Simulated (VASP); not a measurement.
A run of VASP 6.6.1 is set up as follows.

The input INCAR:

```
SYSTEM = ZrH
  ALGO = Normal
  EDIFF = 1E-6
  ENCUT = 520
  GGA = PS
  ISIF = 2
  ISMEAR = 0
  LASPH = .True.
  LCHARG = .False.
  LREAL = .False.
  LWAVE = .False.
  NBANDS = 21
  NELM = 100
  PREC = Accurate
  SIGMA = 0.1
```

The input KPOINTS:

```
k-points
0
Gamma
  14 14 8
  0 0 0
```

The input POSCAR:

```
ZrH
1.0
    3.1143500479      0.0000000000      0.0000000000
    0.0000000000      3.1143500479      0.0000000000
    0.0000000000      0.0000000000      4.9225971900
Zr H
2 2
Direct
    0.0000000000      0.5000000000      0.0000000000
    0.5000000000      0.0000000000      0.5000000000
    0.0000000000      0.0000000000      0.7500000000
    0.0000000000      0.0000000000      0.2500000000
```

Potentials or basis: VASP PAW PBE potentials, release 64 (Zr_sv, H).

Command:

```bash
$ cat potpaw_PBE.64/Zr_sv/POTCAR potpaw_PBE.64/H/POTCAR > POTCAR
$ mpirun -np 1 vasp_std > vasp.out
```

(1) Predict the pressure.

(2) Estimate the band gap on the k mesh.

## Answers

(1) 8.5 GPa.

(2) zero (bands 13 and 14 overlap by 0.91 eV).

Caveat: the cell stands under pressure; the PAW data sets were made with another functional, which shifts forces and pressure a little.
